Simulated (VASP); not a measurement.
# Sn32O31 (a cell with a defect) in VASP: single point with PBE

Aim: the single point of Sn32O31 (a cell with a defect) with PBE.

Program: VASP 6.6.1. These are calculated values, not measurements. Logs are shortened: lines on timing, memory, paths and dates and some standing lists are left out, and cuts for length are marked.

### Step 1. The cell of the first run

The cell holds a defect, 63 atoms: a = 10.948 Å, b = 10.951 Å, c = 11.596 Å, α = 118.18°, β = 90.00°, γ = 90.00°.

### Step 2. Single point, PBE, collinear spin, zero start

INCAR

```
PREC = Accurate
ENCUT = 520
EDIFF = 1E-6
ISMEAR = 0
SIGMA = 0.05
LREAL = Auto
LASPH = T
NELM = 150
ALGO = Normal
ISIF = 2
LWAVE = F
LCHARG = F
ISPIN = 2
MAGMOM = 0 0 0 0 0 0 0 0 0 0 0 0 0 0 0 0 0 0 0 0 0 0 0 0 0 0 0 0 0 0 0 0 0 0 0 0 0 0 0 0 0 0 0 0 0 0 0 0 0 0 0 0 0 0 0 0 0 0 0 0 0 0 0
LORBIT = 11
GGA = PE
NBANDS = 358
```

KPOINTS

```
regular mesh
0
Gamma
  1 1 1
```

POSCAR

```
Sn32O31
1.0
  -10.9476480000      0.0000000000      0.0000000000
    0.0000000000    -10.9511840000      0.0000000000
    0.0000000000      5.4755920000     10.2219600000
Sn O
32 31
Direct
   -0.0040164780      0.3069121293      0.8656467538
    0.0039055337      0.8073810551      0.8613695986
    0.7458245648      0.0553142827      0.8613636124
    0.7543106701      0.5598061103      0.8656317585
    0.5050904093      0.8074055183      0.8627378096
    0.4955997769      0.3069778326      0.8651586622
    0.2546101985      0.5584693811      0.8651837849
    0.2450152567      0.0553559389      0.8624190772
    0.0010109841      0.1945407385      0.1355088060
    0.0021204278      0.6928676895      0.1368368837
    0.7480777850      0.9423751778      0.1365650591
    0.7492433297      0.4434962919      0.1373232399
    0.5002873309      0.6928070377      0.1364728085
    0.4996871217      0.1946240468      0.1374604025
    0.2518441214      0.4432482228      0.1361025391
    0.2490902090      0.9417122510      0.1373569087
   -0.0004083324      0.0558851267      0.3642755872
    0.0023075103      0.5568842084      0.3638183901
    0.7494383606      0.8066156364      0.3640004520
    0.7497108675      0.3074505930      0.3646339931
    0.5004763415      0.5575499503      0.3650929584
    0.4988356828      0.0557588627      0.3643347956
    0.2491947999      0.3081684555      0.3638561521
    0.2512185982      0.8059817610      0.3648911927
    0.0043734263      0.4446584675      0.6391230440
   -0.0039708099      0.9445375528      0.6348380731
    0.7457935168      0.1956899466      0.6391123741
    0.7538983958      0.6909870193      0.6346448986
    0.4956220336      0.9433324938      0.6355038372
    0.5051810029      0.4431053778      0.6380341685
    0.2544805826      0.6920807163      0.6354662447
    0.2451523090      0.1952899026      0.6381638489
    0.8762380058      0.6250128088      0.2503947158
    0.6257894216      0.8750565829      0.2483866425
    0.6265092395      0.3759415397      0.2542631555
    0.3761651376      0.6248214902      0.2508551844
    0.3733176873      0.1248915020      0.2504677712
    0.1250714611      0.3723667743      0.2462830949
    0.1237652354      0.8780013780      0.2554369112
    0.8690840934      0.1259009630      0.7502458683
    0.8808098895      0.6259916790      0.7502613082
    0.6253224058      0.8710239635      0.7432580644
    0.6253264309      0.3798931956      0.7575203965
    0.3830241215      0.6250235489      0.7500828864
    0.3671539047      0.1253268824      0.7502958897
    0.1248577040      0.3784757244      0.7571696934
    0.1246324677      0.8726263434      0.7426103708
    0.8751108518      0.3753796054      0.7492688204
    0.8749281167      0.8759787286      0.7502133282
    0.6186300910      0.1253881516      0.7502834786
    0.6318973594      0.6252644197      0.7501825601
    0.3750793917      0.8762593477      0.7522110835
    0.3752021057      0.3741996159      0.7483370044
    0.1314456340      0.6260561751      0.7509346859
    0.1182218929      0.1257963276      0.7505430548
    0.8746339757      0.8751349902      0.2494985678
    0.8756545359      0.3745447309      0.2512764158
    0.6255242492      0.6250480742      0.2506917609
    0.6247666345      0.1254495499      0.2511203390
    0.3757142332      0.3764090721      0.2515553738
    0.3749895222      0.8735466550      0.2502584737
    0.1214785988      0.1249039962      0.2500515583
    0.1270811261      0.6247092791      0.2498667010
```

Potentials or basis: VASP PAW PBE potentials, release 64 (Sn_d, O).

Launch:

```bash
$ cat potpaw_PBE.64/Sn_d/POTCAR potpaw_PBE.64/O/POTCAR > POTCAR
$ mpirun -np 1 vasp_gam > vasp.out
```

OUTCAR:

```text
PREC = Accurate
   ENCUT = 520
   EDIFF = 1E-6
   ISMEAR = 0
   LREAL = Auto
   LASPH = T
   NELM = 150
   ISIF = 2
   ISPIN = 2
   LORBIT = 11
   GGA = PE

 ion  position               nearest neighbor table
   1  0.996  0.307  0.866-  55 2.24  48 2.26  46 2.26  40 2.27  32 3.58  27 3.59  26 3.59  25 3.60

   2  0.004  0.807  0.861-  41 2.24  47 2.25  54 2.27  49 2.27  25 3.57  31 3.59  28 3.59  26 3.59

   3  0.746  0.055  0.861-  40 2.24  42 2.25  50 2.26  49 2.26  27 3.57  29 3.58  26 3.59  28 3.60
[... 84 lines left out ...]
  62  0.121  0.125  0.250-   9 2.25  17 2.25  16 2.28  23 2.29
  63  0.127  0.625  0.250-  24 2.25  10 2.25  15 2.25  18 2.26

  LATTYP: Found a base centered orthorhombic cell.
 ALAT       =    10.9511840000
 B/A-ratio  =     1.8668228020
 C/A-ratio  =     0.9996771125

  Lattice vectors:

 A1 = (   0.0000000000,  -5.4755920000, -10.2219600000)
 A2 = (   0.0000000000,  -5.4755920000,  10.2219600000)
 A3 = ( -10.9476480000,   0.0000000000,   0.0000000000)

Analysis of symmetry for initial positions (statically):
=====================================================================
 Subroutine PRICEL returns:
 Original cell was already a primitive cell.

 Routine SETGRP: Setting up the symmetry group for a
 base centered orthorhombic supercell.

 Subroutine GETGRP returns: Found  1 space group operations
 (whereof  1 operations were pure point group operations)
 out of a pool of  8 trial point group operations.

The static configuration has the point symmetry C_1 .

Analysis of symmetry for dynamics (positions and initial velocities):
=====================================================================
 Subroutine PRICEL returns:
 Original cell was already a primitive cell.

 Routine SETGRP: Setting up the symmetry group for a
 base centered orthorhombic supercell.

 Subroutine GETGRP returns: Found  1 space group operations
 (whereof  1 operations were pure point group operations)
 out of a pool of  8 trial point group operations.

The dynamic configuration has the point symmetry C_1 .

Analysis of structural, dynamic, and magnetic symmetry:
=====================================================================
 Subroutine PRICEL returns:
 Original cell was already a primitive cell.

 Routine SETGRP: Setting up the symmetry group for a
 base centered orthorhombic supercell.

 Subroutine GETGRP returns: Found  1 space group operations
 (whereof  1 operations were pure point group operations)
 out of a pool of  8 trial point group operations.

The overall configuration has the point symmetry C_1 .

 Subroutine INISYM returns: Found  1 space group operations
 (whereof  1 operations are pure point group operations),
 and found     1 'primitive' translations

----------------------------------------------------------------------------------------

                                     Primitive cell

  volume of cell :    1225.5078

  direct lattice vectors                    reciprocal lattice vectors
   -10.947648000  0.000000000  0.000000000    -0.091343821  0.000000000  0.000000000
     0.000000000-10.951184000  0.000000000     0.000000000 -0.091314327  0.048914298
     0.000000000  5.475592000 10.221960000     0.000000000  0.000000000  0.097828596

  length of vectors
    10.947648000 10.951184000 11.596144790     0.091343821  0.103590130  0.097828596

  position of ions in fractional coordinates (direct lattice)
     0.995983522  0.306912129  0.865646754
     0.003905534  0.807381055  0.861369599
     0.745824565  0.055314283  0.861363612
     0.754310670  0.559806110  0.865631759
[... 163 lines left out ...]
 SYSTEM =  unknown system
   PREC   = accura    normal or accurate (medium, high low for compatibility)
   ISTART =      0    job   : 0-new  1-cont  2-samecut
   ICHARG =      2    charge: 1-file 2-atom 10-const
   ISPIN  =      2    spin polarized calculation?
   LNONCOLLINEAR =      F non collinear calculations
   LSORBIT =      F    spin-orbit coupling
   LASPH  =      T    aspherical Exc in radial PAW
   ENCUT  =  520.0 eV  38.22 Ry    6.18 a.u.  20.36 20.36 21.56*2*pi/ulx,y,z
   NELM   =    150;   NELMIN=  2; NELMDL= -5     # of ELM steps
   EDIFF  = 0.1E-05   stopping-criterion for ELM
   LREAL  =      T    real-space projection
   EDIFFG = 0.1E-04   stopping-criterion for IOM
   NSW    =      0    number of steps for IOM
   IBRION =     -1    ionic relax: 0-MD 1-quasi-New 2-CG
   NFREE  =      0    steps in history (QN), initial steepest desc. (CG)
   ISIF   =      2    stress and relaxation
   ISYM   =      2    0-nonsym 1-usesym 2-fastsym
   POTIM  = 0.5000    time-step for ionic-motion
   TEBEG  =    0.0;   TEEND  =   0.0 temperature during run
   PSTRESS=    0.0 pullay stress
   NELECT =     634.0000    total number of electrons
   NUPDOWN=      -1.0000    fix difference up-down
   EMIN   =  10.00;   EMAX   =-10.00  energy-range for DOS
   EFERMI =   0.00;   METHOD = LEGACY
   ISMEAR =     0;   SIGMA  =   0.05  broadening in eV -4-tet -1-fermi 0-gaus
   EFERMI_NEDOS =   21; number of points for ismear=-14 and -15
   IALGO  =     38    algorithm
   IMIX   =      4    mixing-type and parameters
     AMIX     =   0.40;   BMIX     =  1.00
     AMIX_MAG =   1.60;   BMIX_MAG =  1.00
  volume/ion in A,a.u.               =      19.45       131.27
  Fermi-wavevector in a.u.,A,eV,Ry     =   1.314213  2.483503 23.499396  1.727157
  Thomas-Fermi vector in A             =   2.444482
   LORBIT       =     11    0 simple, 1 ext, 2 COOP (PROOUT), +10 PAW based schemes
   GGA     = PE    functional components
   LHFCALC =     F    Hartree Fock is set to
   AEXX    =    0.0000 exact exchange contribution
   IVDW    =     0    specifies the selected vdW correction
   LEPSILON=     F    determine dielectric tensor
   LRPA    =     F    only Hartree local field effects (RPA)
 spin polarized calculation
 Gauss-broadening in eV      SIGMA  =   0.05
  energy-cutoff  :      520.00
  volume of cell :     1225.51
 maximum number of plane-waves:     16526
 NGX is ok and might be reduce to    84
   NGX = 41   NGY = 41   NGZ = 43

 number of electron     633.9999952 magnetization       0.0000000

 number of electron     633.9999952 magnetization      -0.0000000

 Free energy of the ion-electron system (eV)
  ---------------------------------------------------
  ext. energy  EPLUGINS =         0.00000000
  ---------------------------------------------------
  free energy    TOTEN  =      -354.46882575 eV

  energy without entropy =     -354.46882575  energy(sigma->0) =     -354.46882575

 E-fermi :   6.1687     XC(G=0):  -9.7328

 val. band max:        5.8673396314   @ k =   0.0000   0.0000   0.0000
 cond. band min:       6.5245994851   @ k =   0.0000   0.0000   0.0000
 fundamental gap:      0.6572598537
 Fermi energy:         6.1686630673

 spin component 1

 k-point     1 :       0.0000    0.0000    0.0000
  band No.  band energies     occupation
      1     -15.7459      1.00000
      2     -15.7293      1.00000
      3     -15.7174      1.00000
      4     -15.7135      1.00000
      5     -15.7072      1.00000
      6     -15.6953      1.00000
[... 321 lines left out ...]
    328       8.3438      0.00000
    329       8.3710      0.00000
 Fermi energy:         6.1686630673

 spin component 2

 k-point     1 :       0.0000    0.0000    0.0000
  band No.  band energies     occupation
      1     -15.7459      1.00000
      2     -15.7293      1.00000
      3     -15.7174      1.00000
      4     -15.7135      1.00000
      5     -15.7072      1.00000
      6     -15.6953      1.00000
[... 321 lines left out ...]
    328       8.3438      0.00000
    329       8.3710      0.00000
 [bands above 329 left out]

------------------------ aborting loop because EDIFF is reached ----------------------------------------

  FORCE on cell =-STRESS in cart. coord.  units (eV):
  Direction    XX          YY          ZZ          XY          YZ          ZX
  --------------------------------------------------------------------------------------
  -------------------------------------------------------------------------------------
  Total        3.1051996     -1.0740660     -2.0265349     -0.1099356      0.1316780     -0.0232318
  in kB        4.0596073     -1.4041887     -2.6494065     -0.1437251      0.1721502     -0.0303723
  external PRESSURE =       0.0020040 kB  Pullay stress =       0.0000000 kB

 VOLUME and BASIS-vectors are now :
 -----------------------------------------------------------------------------
  energy-cutoff  :      520.00
  volume of cell :     1225.51
      direct lattice vectors                 reciprocal lattice vectors
   -10.947648000  0.000000000  0.000000000    -0.091343821  0.000000000  0.000000000
     0.000000000-10.951184000  0.000000000     0.000000000 -0.091314327  0.048914298
     0.000000000  5.475592000 10.221960000     0.000000000  0.000000000  0.097828596

 POSITION                                       TOTAL-FORCE (eV/Angst)
 -----------------------------------------------------------------------------------
    -10.90368      1.37888      8.84861        -0.005595     -0.011150      0.057448
     -0.04276     -4.12527      8.80489        -0.009922     -0.000020      0.065585
     -8.16502      4.11072      8.80482         0.003300     -0.017664      0.073700
     -8.25793     -1.39069      8.84845         0.015465      0.015976      0.069323
     -5.52955     -4.11805      8.81887         0.012360     -0.015889      0.037612
     -5.42565      1.37549      8.84362        -0.021777     -0.005463      0.088335
[... 55 lines left out ...]
     -1.32990      0.00133      2.55602         0.000969     -0.006048     -0.004837
     -1.39124     -5.47314      2.55413        -0.010386      0.012653     -0.000430
 -----------------------------------------------------------------------------------
    total drift:                               -0.004710      0.016931      0.050473

  FREE ENERGIE OF THE ION-ELECTRON SYSTEM (eV)
  ---------------------------------------------------
  free  energy   TOTEN  =      -354.4688257506 eV

  energy  without entropy=     -354.4688257506  energy(sigma->0) =     -354.46882575

 total charge

# of ion       s       p       d       tot
------------------------------------------
    1        1.265   0.755  10.059  12.079
    2        1.275   0.752  10.058  12.085
    3        1.275   0.752  10.059  12.085
    4        1.265   0.755  10.060  12.080
    5        1.262   0.758  10.058  12.079
    6        1.275   0.747  10.057  12.078
[... 55 lines left out ...]
   62        1.578   3.403   0.000   4.981
   63        1.574   3.423   0.000   4.997
--------------------------------------------------
tot         89.637 129.934 321.746 541.317

 magnetization (x)

# of ion       s       p       d       tot
------------------------------------------
    1        0.000  -0.000   0.000  -0.000
    2       -0.000  -0.000  -0.000  -0.000
    3       -0.000  -0.000  -0.000  -0.000
    4        0.000  -0.000  -0.000  -0.000
    5        0.000  -0.000   0.000  -0.000
    6        0.000  -0.000  -0.000  -0.000
[... 55 lines left out ...]
   62       -0.000  -0.000   0.000  -0.000
   63        0.000   0.000   0.000   0.000
--------------------------------------------------
tot         -0.000   0.000  -0.000   0.000
```

It took 31 min on 1 thread of AMD EPYC 7R13 (Zen 3), shared host; peak memory 1.6 GiB.

What came out:

- Free energy: -354.4688 eV
- Pressure: 0.0 GPa
- Largest force: 0.107 eV/Å
- Band gap on the k mesh: 0.66 eV
- Net moment: 0.00 μB per cell
- Valence electrons inside the program's atomic spheres: Sn 12.08, 12.09, 12.07 (each value once); O 4.98, 4.99, 5.00 (each value once)

Forces in eV/Å, atoms in the order of the input:
```
Sn  -0.006 -0.011  0.057
Sn  -0.010  0.000  0.066
Sn   0.003 -0.018  0.074
Sn   0.015  0.016  0.069
Sn   0.012 -0.016  0.038
Sn  -0.022 -0.005  0.088
Sn   0.021  0.007  0.086
Sn  -0.002 -0.013  0.051
Sn   0.010  0.033 -0.071
Sn  -0.006 -0.010 -0.071
Sn  -0.017 -0.004 -0.062
Sn   0.014  0.018 -0.077
Sn   0.005  0.044 -0.051
Sn  -0.007 -0.022 -0.079
Sn  -0.011 -0.015 -0.074
Sn   0.005  0.018 -0.086
Sn  -0.005 -0.015  0.091
Sn  -0.002 -0.021  0.086
Sn   0.015 -0.011  0.096
Sn   0.020  0.005  0.076
Sn  -0.008 -0.026  0.094
Sn  -0.011  0.009  0.106
Sn  -0.008 -0.005  0.104
Sn   0.001 -0.011  0.085
Sn  -0.004  0.025 -0.072
Sn   0.002 -0.004 -0.100
Sn   0.012  0.004 -0.073
Sn   0.001 -0.021 -0.074
Sn  -0.014 -0.011 -0.101
Sn   0.008  0.013 -0.073
Sn   0.015 -0.004 -0.090
Sn  -0.007  0.001 -0.069
O   -0.010  0.009  0.001
O    0.015  0.011 -0.038
O   -0.004 -0.004 -0.009
O   -0.013 -0.012 -0.019
O    0.007  0.006 -0.005
O    0.023  0.011 -0.031
O   -0.016 -0.025 -0.004
O    0.000  0.002  0.014
O   -0.018  0.003  0.003
O   -0.005  0.023 -0.008
O   -0.020  0.000  0.025
O   -0.034 -0.008  0.017
O    0.036  0.015  0.008
O    0.009  0.012  0.023
O   -0.003  0.004 -0.001
O   -0.006 -0.003  0.008
O   -0.001  0.006  0.012
O    0.028  0.006 -0.004
O   -0.014 -0.008  0.009
O    0.009  0.011  0.036
O    0.006  0.001 -0.025
O   -0.024 -0.004 -0.008
O    0.017  0.001  0.005
O   -0.014  0.006 -0.009
O   -0.021 -0.027 -0.014
O    0.023 -0.010 -0.007
O   -0.011  0.010 -0.004
O    0.009 -0.005 -0.005
O    0.018  0.008 -0.007
O    0.001 -0.006 -0.005
O   -0.010  0.013  0.000
```

Stress tensor (GPa, compression positive):
```
 0.41 -0.01  0.00
-0.01 -0.14  0.02
 0.00  0.02 -0.26
```

Levels at points of the mesh, in eV from the valence-band top:
Spin up:
```
           k point  band 313  band 314  band 315  band 316  band 317  band 318  band 319  band 320  band 321  band 322
(0.00, 0.00, 0.00)     -0.89     -0.55     -0.54     -0.04      0.00      0.66      1.04      1.68      1.76      1.93
```
Spin down:
| k point | band 314 | band 315 | band 316 | band 317 | band 318 | band 319 | band 320 | band 321 |
| --- | --- | --- | --- | --- | --- | --- | --- | --- |
| (0.00, 0.00, 0.00) | -0.55 | -0.54 | -0.04 | 0.00 | 0.66 | 1.04 | 1.68 | 1.76 |

Caveat: the k points lie up to 0.65 Å⁻¹ apart; spin-orbit coupling is left out, which moves the levels of the heavy elements.
